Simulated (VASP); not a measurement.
# SnO (F-43m) in VASP: settings compared

The runs below take SnO through single point, with r2SCAN, PBE.

All numbers are computed with VASP 6.6.1; they aren't measurements. Logs are shortened: lines on timing, memory, paths and dates and some standing lists are left out, and cuts for length are marked.

### Step 1. The cell of the first run

Symmetry: F-43m, No. 216, cubic system. Conventional cell: a = 5.470 Å, b = 5.470 Å, c = 5.470 Å, α = 90.00°, β = 90.00°, γ = 90.00°. Within 3.1 Å of Sn (site symmetry -43m) lie 4 O at 2.37 Å. O (site symmetry -43m) has 4 Sn at 2.37 Å within 3.1 Å.

### Step 2. Single point, r2SCAN (volume changed by +3%)

POSCAR reads:

```
SnO
1.0
    0.0000000000      2.7350304682      2.7350304682
    2.7350304682      0.0000000000      2.7350304682
    2.7350304682      2.7350304682      0.0000000000
Sn O
1 1
Direct
    0.0000000000      0.0000000000      0.0000000000
    0.2500000000      0.2500000000      0.2500000000
```

INCAR.step1 reads:

```
PREC     = Accurate       # precision mode
ENCUT    = 520            # plane-wave cutoff, eV
ISMEAR   = -1             # smearing method
SIGMA    = 0.02           # smearing width, eV
LREAL    = F              # projectors in reciprocal space
LASPH    = T              # aspherical terms in the spheres
NELM     = 60             # most SCF steps
NBANDS   = 17             # bands
GGA      = PE             # functional
ALGO     = Normal         # electronic algorithm
EDIFF    = 1E-4           # SCF threshold, eV
LWAVE    = T              # write WAVECAR
LCHARG   = F              # write CHGCAR
```

INCAR.step2 reads:

```
PREC     = Accurate       # precision mode
ENCUT    = 520            # plane-wave cutoff, eV
EDIFF    = 1E-7           # SCF threshold, eV
ISMEAR   = -1             # smearing method
SIGMA    = 0.02           # smearing width, eV
LREAL    = F              # projectors in reciprocal space
LASPH    = T              # aspherical terms in the spheres
NELM     = 60             # most SCF steps
ALGO     = Normal         # electronic algorithm
ISIF     = 2              # what is computed and relaxed
LWAVE    = F              # write WAVECAR
LCHARG   = F              # write CHGCAR
METAGGA  = R2SCAN         # meta-GGA
LMIXTAU  = T            
NBANDS   = 17             # bands
ISTART   = 1
```

KPOINTS reads:

```
regular mesh
0
Gamma
  6 6 6
```

Potentials or basis: VASP PAW PBE potentials, release 64 (Sn_d, O).

Run with:

```sh
$ cat potpaw_PBE.64/Sn_d/POTCAR potpaw_PBE.64/O/POTCAR > POTCAR
$ cp INCAR.step1 INCAR
$ mpirun -np 1 vasp_std > vasp.out
$ cp INCAR.step2 INCAR
$ mpirun -np 1 vasp_std > vasp.out
```

OUTCAR:

```text
PREC = Accurate
   ENCUT = 520
   EDIFF = 1E-7
   ISMEAR = -1
   LREAL = F
   LASPH = T
   NELM = 60
   ISIF = 2
   METAGGA = R2SCAN
   ISTART = 1

 ion  position               nearest neighbor table
   1  0.000  0.000  0.000-   2 2.37   2 2.37   2 2.37   2 2.37
   2  0.250  0.250  0.250-   1 2.37   1 2.37   1 2.37   1 2.37

  LATTYP: Found a face centered cubic cell.
 ALAT       =     5.4700609364

  Lattice vectors:

 A1 = (   0.0000000000,   2.7350304682,   2.7350304682)
 A2 = (   2.7350304682,   0.0000000000,   2.7350304682)
 A3 = (   2.7350304682,   2.7350304682,   0.0000000000)

Analysis of symmetry for initial positions (statically):
=====================================================================
 Subroutine PRICEL returns:
 Original cell was already a primitive cell.

 Routine SETGRP: Setting up the symmetry group for a
 face centered cubic supercell.

 Subroutine GETGRP returns: Found 24 space group operations
 (whereof 24 operations were pure point group operations)
 out of a pool of 48 trial point group operations.

The static configuration has the point symmetry T_d .

Analysis of symmetry for dynamics (positions and initial velocities):
=====================================================================
 Subroutine PRICEL returns:
 Original cell was already a primitive cell.

 Routine SETGRP: Setting up the symmetry group for a
 face centered cubic supercell.

 Subroutine GETGRP returns: Found 24 space group operations
 (whereof 24 operations were pure point group operations)
 out of a pool of 48 trial point group operations.

The dynamic configuration has the point symmetry T_d .

 Subroutine INISYM returns: Found 24 space group operations
 (whereof 24 operations are pure point group operations),
 and found     1 'primitive' translations

----------------------------------------------------------------------------------------

                                     Primitive cell

  volume of cell :      40.9182

  direct lattice vectors                    reciprocal lattice vectors
     0.000000000  2.735030468  2.735030468    -0.182813320  0.182813320  0.182813320
     2.735030468  0.000000000  2.735030468     0.182813320 -0.182813320  0.182813320
     2.735030468  2.735030468  0.000000000     0.182813320  0.182813320 -0.182813320

  length of vectors
     3.867917182  3.867917182  3.867917182     0.316641958  0.316641958  0.316641958

  position of ions in fractional coordinates (direct lattice)
     0.000000000  0.000000000  0.000000000
     0.250000000  0.250000000  0.250000000

  ion indices of the primitive-cell ions
   primitive index   ion index
                 1           1
                 2           2

----------------------------------------------------------------------------------------

 KPOINTS: regular mesh

Automatic generation of k-mesh.
 Grid dimensions read from file:
 generate k-points for:    6    6    6

 Generating k-lattice:

  Cartesian coordinates                     Fractional coordinates (reciprocal lattice)
    -0.030468887  0.030468887  0.030468887     0.166666667  0.000000000  0.000000000
     0.030468887 -0.030468887  0.030468887     0.000000000  0.166666667  0.000000000
     0.030468887  0.030468887 -0.030468887     0.000000000  0.000000000  0.166666667

  Length of vectors
     0.052773660  0.052773660  0.052773660

  Shift w.r.t. Gamma in fractional coordinates (k-lattice)
     0.000000000  0.000000000  0.000000000

 Subroutine IBZKPT returns following result:
 ===========================================

 Found     16 irreducible k-points:

 Following reciprocal coordinates:
            Coordinates               Weight
  0.000000  0.000000  0.000000      1.000000
  0.166667  0.000000  0.000000      8.000000
  0.333333  0.000000  0.000000      8.000000
  0.500000  0.000000  0.000000      4.000000
  0.166667  0.166667  0.000000      6.000000
  0.333333  0.166667  0.000000     24.000000
[... 8 lines left out ...]
 -0.333333  0.333333  0.166667     24.000000
 -0.333333  0.500000  0.166667     12.000000
   k-points           NKPTS =     16   k-points in BZ     NKDIM =     16   number of bands    NBANDS=     17
   number of dos      NEDOS =    301   number of ions     NIONS =      2
   total plane-waves  NPLWV =  27000
   dimension x,y,z NGX =    30 NGY =   30 NGZ =   30
   dimension x,y,z NGXF=    60 NGYF=   60 NGZF=   60
   ions per type =               1   1
   NGX,Y,Z   is equivalent  to a cutoff of  12.89, 12.89, 12.89 a.u.
   NGXF,Y,Z  is equivalent  to a cutoff of  25.79, 25.79, 25.79 a.u.
 SYSTEM =  unknown system
   PREC   = accura    normal or accurate (medium, high low for compatibility)
   ISTART =      1    job   : 0-new  1-cont  2-samecut
   ICHARG =      0    charge: 1-file 2-atom 10-const
   ISPIN  =      1    spin polarized calculation?
   LNONCOLLINEAR =      F non collinear calculations
   LSORBIT =      F    spin-orbit coupling
   LASPH  =      T    aspherical Exc in radial PAW
   ENCUT  =  520.0 eV  38.22 Ry    6.18 a.u.   7.19  7.19  7.19*2*pi/ulx,y,z
   NELM   =     60;   NELMIN=  2; NELMDL=  0     # of ELM steps
   EDIFF  = 0.1E-06   stopping-criterion for ELM
   LREAL  =      F    real-space projection
   EDIFFG = 0.1E-05   stopping-criterion for IOM
   NSW    =      0    number of steps for IOM
   IBRION =     -1    ionic relax: 0-MD 1-quasi-New 2-CG
   NFREE  =      0    steps in history (QN), initial steepest desc. (CG)
   ISIF   =      2    stress and relaxation
   ISYM   =      2    0-nonsym 1-usesym 2-fastsym
   POTIM  = 0.5000    time-step for ionic-motion
   TEBEG  =    0.0;   TEEND  =   0.0 temperature during run
   PSTRESS=    0.0 pullay stress
   NELECT =      20.0000    total number of electrons
   NUPDOWN=      -1.0000    fix difference up-down
   EMIN   =  10.00;   EMAX   =-10.00  energy-range for DOS
   EFERMI =   0.00;   METHOD = LEGACY
   ISMEAR =    -1;   SIGMA  =   0.02  broadening in eV -4-tet -1-fermi 0-gaus
   EFERMI_NEDOS =   21; number of points for ismear=-14 and -15
   IALGO  =     38    algorithm
   IMIX   =      4    mixing-type and parameters
     AMIX     =   0.40;   BMIX     =  1.00
     AMIX_MAG =   1.60;   BMIX_MAG =  1.00
  volume/ion in A,a.u.               =      20.46       138.06
  Fermi-wavevector in a.u.,A,eV,Ry     =   1.289573  2.436940 22.626475  1.662999
  Thomas-Fermi vector in A             =   2.421458
   LORBIT       =      0    0 simple, 1 ext, 2 COOP (PROOUT), +10 PAW based schemes
   METAGGA = R2SCAN    functional components
   LHFCALC =     F    Hartree Fock is set to
   AEXX    =    0.0000 exact exchange contribution
   IVDW    =     0    specifies the selected vdW correction
   LEPSILON=     F    determine dielectric tensor
   LRPA    =     F    only Hartree local field effects (RPA)
 non-spin polarized calculation
  energy-cutoff  :      520.00
  volume of cell :       40.92
 maximum number of plane-waves:      1113
 NGX is ok and might be reduce to    30
   NGX = 15   NGY = 15   NGZ = 15

 number of electron      19.9999988 magnetization

 Free energy of the ion-electron system (eV)
  ---------------------------------------------------
  ext. energy  EPLUGINS =         0.00000000
  ---------------------------------------------------
  free energy    TOTEN  =       -32.19944911 eV

  energy without entropy =      -32.19819835  energy(sigma->0) =      -32.19882373

 E-fermi :   5.6933     XC(G=0): -10.1303

 val. band max:        5.6712796698   @ k =  -0.3333   0.5000   0.1667
 cond. band min:       6.3422191551   @ k =   0.5000   0.3333   0.0000
 fundamental gap:      0.6709394853
 Fermi energy:         5.6932584648

 k-point     1 :       0.0000    0.0000    0.0000
  band No.  band energies     occupation
      1     -16.7596      2.00000
      2     -16.7596      2.00000
      3     -16.7596      2.00000
      4     -16.7133      2.00000
      5     -16.7133      2.00000
      6     -14.2318      2.00000
[... 9 lines left out ...]
     16      17.5547      0.00000
     17      17.5547      0.00000

 k-point     2 :       0.1667    0.0000    0.0000
  band No.  band energies     occupation
      1     -16.7970      2.00000
      2     -16.7528      2.00000
      3     -16.7527      2.00000
      4     -16.7125      2.00000
      5     -16.7125      2.00000
      6     -14.0926      2.00000
[... 9 lines left out ...]
     16      16.7872      0.00000
     17      17.4265      0.00000

 k-point     3 :       0.3333    0.0000    0.0000
  band No.  band energies     occupation
      1     -16.8666      2.00000
      2     -16.7462      2.00000
      3     -16.7461      2.00000
      4     -16.7035      2.00000
      5     -16.7035      2.00000
      6     -13.8031      2.00000
[... 9 lines left out ...]
     16      16.7459      0.00000
     17      18.9718      0.00000

 k-point     4 :       0.5000    0.0000    0.0000
  band No.  band energies     occupation
      1     -16.8995      2.00000
      2     -16.7462      2.00000
      3     -16.7461      2.00000
      4     -16.6958      2.00000
      5     -16.6957      2.00000
      6     -13.6519      2.00000
[... 9 lines left out ...]
     16      17.1270      0.00000
     17      18.5580      0.00000

 k-point     5 :       0.1667    0.1667    0.0000
  band No.  band energies     occupation
      1     -16.8168      2.00000
      2     -16.7446      2.00000
      3     -16.7446      2.00000
      4     -16.7192      2.00000
      5     -16.7082      2.00000
      6     -14.0481      2.00000
[... 9 lines left out ...]
     16      18.8607      0.00000
     17      18.8607      0.00000

 k-point     6 :       0.3333    0.1667    0.0000
  band No.  band energies     occupation
      1     -16.8723      2.00000
      2     -16.7384      2.00000
      3     -16.7342      2.00000
      4     -16.7185      2.00000
      5     -16.7006      2.00000
      6     -13.8112      2.00000
[... 9 lines left out ...]
     16      18.5059      0.00000
     17      19.4154      0.00000
[... 121 lines left out ...]
 k-point    13 :       0.5000    0.5000    0.0000
  band No.  band energies     occupation
      1     -16.9634      2.00000
      2     -16.7394      2.00000
      3     -16.6985      2.00000
      4     -16.6985      2.00000
      5     -16.6928      2.00000
      6     -13.4889      2.00000
[... 9 lines left out ...]
     16      22.2388      0.00000
     17      22.4313      0.00000

 k-point    14 :       0.5000    0.3333    0.1667
  band No.  band energies     occupation
      1     -16.9110      2.00000
      2     -16.7368      2.00000
      3     -16.7246      2.00000
      4     -16.7131      2.00000
      5     -16.6995      2.00000
      6     -13.6192      2.00000
[... 9 lines left out ...]
     16      18.2083      0.00000
     17      20.8465      0.00000

 k-point    15 :      -0.3333    0.3333    0.1667
  band No.  band energies     occupation
      1     -16.9254      2.00000
      2     -16.7391      2.00000
      3     -16.7218      2.00000
      4     -16.7093      2.00000
      5     -16.6998      2.00000
      6     -13.5192      2.00000
[... 9 lines left out ...]
     16      18.8819      0.00000
     17      20.7596      0.00000

 k-point    16 :      -0.3333    0.5000    0.1667
  band No.  band energies     occupation
      1     -16.9439      2.00000
      2     -16.7319      2.00000
      3     -16.7233      2.00000
      4     -16.7010      2.00000
      5     -16.6972      2.00000
      6     -13.4780      2.00000
[... 9 lines left out ...]
     16      18.7738      0.00000
     17      20.9164      0.00000

------------------------ aborting loop because EDIFF is reached ----------------------------------------

  FORCE on cell =-STRESS in cart. coord.  units (eV):
  Direction    XX          YY          ZZ          XY          YZ          ZX
  --------------------------------------------------------------------------------------
  -------------------------------------------------------------------------------------
  Total       -0.4539190     -0.4539190     -0.4539190      0.0000000     -0.0000000      0.0000000
  in kB      -17.7734806    -17.7734806    -17.7734806      0.0000000     -0.0000000      0.0000000
  external PRESSURE =     -17.7734806 kB  Pullay stress =       0.0000000 kB

 VOLUME and BASIS-vectors are now :
 -----------------------------------------------------------------------------
  energy-cutoff  :      520.00
  volume of cell :       40.92
      direct lattice vectors                 reciprocal lattice vectors
     0.000000000  2.735030468  2.735030468    -0.182813320  0.182813320  0.182813320
     2.735030468  0.000000000  2.735030468     0.182813320 -0.182813320  0.182813320
     2.735030468  2.735030468  0.000000000     0.182813320  0.182813320 -0.182813320

 POSITION                                       TOTAL-FORCE (eV/Angst)
 -----------------------------------------------------------------------------------
      0.00000      0.00000      0.00000        -0.000000     -0.000000     -0.000000
      1.36752      1.36752      1.36752         0.000000      0.000000      0.000000
 -----------------------------------------------------------------------------------
    total drift:                                0.000003      0.000003      0.000003

  FREE ENERGIE OF THE ION-ELECTRON SYSTEM (eV)
  ---------------------------------------------------
  free  energy   TOTEN  =       -32.1994491090 eV

  energy  without entropy=      -32.1981983549  energy(sigma->0) =      -32.19882373
```

Run time: 59 s. Hardware: 1 thread of Intel Xeon Platinum 8488C (Sapphire Rapids), shared host; peak memory 0.17 GiB.

What came out:

```
Free energy            : -32.1994 eV
Pressure               : -1.8 GPa
Band gap on the k mesh : zero (band 10 reaches 5.67 eV, above the bottom of band 11 at 5.53 eV)
```

Levels at points of the mesh, in eV from the Fermi level:
| k point | band 7 | band 8 | band 9 | band 10 | band 11 | band 12 | band 13 | band 14 |
| --- | --- | --- | --- | --- | --- | --- | --- | --- |
| (0.00, 0.00, 0.00) | -6.40 | -3.76 | -3.76 | -3.76 | 4.63 | 4.63 | 4.63 | 9.31 |
| (0.50, 0.00, 0.00) | -8.08 | -4.18 | -4.18 | -2.39 | 1.81 | 4.78 | 4.78 | 8.87 |
| (0.50, 0.50, 0.00) | -7.91 | -4.92 | -4.92 | -0.46 | -0.17 | 5.42 | 5.42 | 5.69 |

Caveat: the cell differs from its parent crystal (volume changed by +3%); the PAW data sets were made with another functional, which shifts forces and pressure a little; spin-orbit coupling is left out, which moves the levels of the heavy elements.

### Step 3. Single point, r2SCAN (volume changed by +6%)

POSCAR reads:

```
SnO
1.0
    0.0000000000      2.7613304515      2.7613304515
    2.7613304515      0.0000000000      2.7613304515
    2.7613304515      2.7613304515      0.0000000000
Sn O
1 1
Direct
    0.0000000000      0.0000000000      0.0000000000
    0.2500000000      0.2500000000      0.2500000000
```

INCAR.step1 reads:

```
PREC = Accurate
ENCUT = 520
ISMEAR = -1
SIGMA = 0.02
LREAL = F
LASPH = T
NELM = 60
NBANDS = 17
GGA = PE
ALGO = Normal
EDIFF = 1E-4
LWAVE = T
LCHARG = F
```

INCAR.step2 reads:

```
PREC = Accurate
ENCUT = 520
EDIFF = 1E-6
ISMEAR = -1
SIGMA = 0.02
LREAL = F
LASPH = T
NELM = 60
ALGO = Normal
ISIF = 2
LWAVE = F
LCHARG = F
METAGGA = R2SCAN
LMIXTAU = T
NBANDS = 17
ISTART = 1
```

KPOINTS reads:

```
Automatic mesh
0
Gamma
  6 6 6
```

Potentials or basis: VASP PAW PBE potentials, release 64 (Sn_d, O).

Run with:

```sh
$ cat potpaw_PBE.64/Sn_d/POTCAR potpaw_PBE.64/O/POTCAR > POTCAR
$ cp INCAR.step1 INCAR
$ mpirun -np 1 vasp_std > vasp.out
$ cp INCAR.step2 INCAR
$ mpirun -np 1 vasp_std > vasp.out
```

It took 61 s on 1 thread of Intel Xeon Platinum 8488C (Sapphire Rapids), shared host; peak memory 0.17 GiB.

It converged, with:

```
Free energy            : -32.1807 eV
Pressure               : -3.5 GPa
Band gap on the k mesh : zero (band 10 reaches 5.29 eV, above the bottom of band 11 at 5.14 eV)
```

Levels at points of the mesh, in eV from the Fermi level:
| k point | band 6 | band 7 | band 8 | band 9 | band 10 | band 11 | band 12 | band 13 | band 14 | band 15 |
| --- | --- | --- | --- | --- | --- | --- | --- | --- | --- | --- |
| (0.00, 0.00, 0.00) | -19.64 | -6.32 | -3.55 | -3.55 | -3.55 | 4.60 | 4.60 | 4.60 | 9.15 | 11.84 |
| (0.50, 0.00, 0.00) | -19.12 | -7.84 | -3.96 | -3.96 | -2.33 | 1.87 | 4.75 | 4.75 | 8.85 | 11.36 |
| (0.50, 0.50, 0.00) | -18.97 | -7.70 | -4.67 | -4.67 | -0.33 | -0.17 | 5.36 | 5.36 | 5.77 | 10.49 |

Caveat: the cell differs from its parent crystal (volume changed by +6%); the PAW data sets were made with another functional, which shifts forces and pressure a little; spin-orbit coupling is left out, which moves the levels of the heavy elements.

### Step 4. Single point, PBE

This run uses another cell than the first one, of 19.86 Å³/atom, 0.971 times its volume.

INCAR reads:

```
ALGO = Normal
EDIFF = 1E-7
ENCUT = 520
GGA = PE
ISIF = 2
ISMEAR = -1
LASPH = T
LCHARG = F
LREAL = F
LWAVE = F
NBANDS = 17
NELM = 100
PREC = Accurate
SIGMA = 0.02
```

KPOINTS reads:

```
k-points
0
Gamma
  8 8 8
```

POSCAR reads:

```
SnO
1.0
    0.0000000000      2.7082147171      2.7082147171
    2.7082147171      0.0000000000      2.7082147171
    2.7082147171      2.7082147171      0.0000000000
Sn O
1 1
Direct
    0.0000000000      0.0000000000      0.0000000000
    0.2500000000      0.2500000000      0.2500000000
```

Run with:

```sh
$ cat potpaw_PBE.64/Sn_d/POTCAR potpaw_PBE.64/O/POTCAR > POTCAR
$ mpirun -np 1 vasp_std > vasp.out
```

Wall time 23 s (1 thread of Intel Xeon Platinum 8488C (Sapphire Rapids), shared host); peak memory 0.16 GiB.

Results (log left out):

- Free energy: -10.4448 eV
- Pressure: 2.4 GPa
- Band gap on the k mesh: zero (band 10 reaches 6.18 eV, above the bottom of band 11 at 5.99 eV)

Levels at points of the mesh, in eV from the Fermi level:
| k point | band 7 | band 8 | band 9 | band 10 | band 11 | band 12 | band 13 | band 14 |
| --- | --- | --- | --- | --- | --- | --- | --- | --- |
| (0.00, 0.00, 0.00) | -6.34 | -3.70 | -3.70 | -3.70 | 4.44 | 4.44 | 4.44 | 9.02 |
| (0.50, 0.00, 0.00) | -8.04 | -4.12 | -4.12 | -2.43 | 1.62 | 4.58 | 4.58 | 8.50 |
| (0.50, 0.50, 0.00) | -7.85 | -4.88 | -4.88 | -0.68 | -0.18 | 5.20 | 5.20 | 5.38 |

Caveat: spin-orbit coupling is left out, which moves the levels of the heavy elements.

[end of part 1 of 2]
